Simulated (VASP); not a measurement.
Set up this calculation in VASP 6.6.1, as the native input.

- Task: electric field gradients
- Functional: r2SCAN
- Potentials or basis: VASP PAW PBE potentials, release 64 (Sn_d)
- Cutoff: 520 eV
- k mesh: 14 × 14 × 14
- Occupations: fermi-dirac, width 0.08 eV
- Spin: no spin polarisation
- Dipole correction: no
- Further INCAR settings: ALGO = Normal; EDIFF = 1e-08; NBANDS = 13

Crystal: Sn.

```
Sn
1.0
    -1.92572    1.92572    1.92572
     1.92572   -1.92572    1.92572
     1.92572    1.92572   -1.92572
Sn
1
Direct
  0.00000 0.00000 0.00000
```

This cell differs from its parent crystal: volume scaled by 1.05.

These files were run (other wordings do the same):

POSCAR

```
Sn
1.0
   -1.9257172065      1.9257172065      1.9257172065
    1.9257172065     -1.9257172065      1.9257172065
    1.9257172065      1.9257172065     -1.9257172065
Sn
1
Direct
    0.0000000000      0.0000000000      0.0000000000
```

INCAR.step1

```
SYSTEM = Sn
  PREC = Accurate
  ENCUT = 520
  ISMEAR = -1
  SIGMA = 0.08
  LREAL = .FALSE.
  LASPH = .TRUE.
  NELM = 100
  NBANDS = 13
  GGA = PE
  ALGO = Normal
  EDIFF = 1E-4
  LWAVE = .TRUE.
  LCHARG = .FALSE.
```

INCAR.step2

```
SYSTEM = Sn
  PREC = Accurate
  ENCUT = 520
  EDIFF = 1E-8
  ISMEAR = -1
  SIGMA = 0.08
  LREAL = .FALSE.
  LASPH = .TRUE.
  NELM = 100
  ALGO = Normal
  ISIF = 2
  LWAVE = .FALSE.
  LCHARG = .FALSE.
  METAGGA = R2SCAN
  LMIXTAU = .TRUE.
  LEFG = .TRUE.
  NBANDS = 13
  ISTART = 1
```

KPOINTS

```
Automatic mesh
0
G
  14 14 14
  0 0 0
```

Potentials or basis: VASP PAW PBE potentials, release 64 (Sn_d).

Run with:

```console
$ cat potpaw_PBE.64/Sn_d/POTCAR > POTCAR
$ cp INCAR.step1 INCAR
$ mpirun -np 1 vasp_std > vasp.out
$ cp INCAR.step2 INCAR
$ mpirun -np 1 vasp_std > vasp.out
```

Results of the run:

The pressure is -2.7 GPa. The band gap on the k mesh is zero (band 7 reaches 15.39 eV, above the bottom of band 8 at 5.04 eV).

Caveat: without QUAD_EFG the Cq values of the log hold for a quadrupole moment of 1 mb, not for the nuclei; the PAW data sets were made with another functional, which shifts forces and pressure a little; spin-orbit coupling is left out, which moves the levels of the heavy elements.

Run time: 2 min on 1 thread of Intel Xeon 6975P-C, with other jobs on the host, peak memory 0.19 GiB.
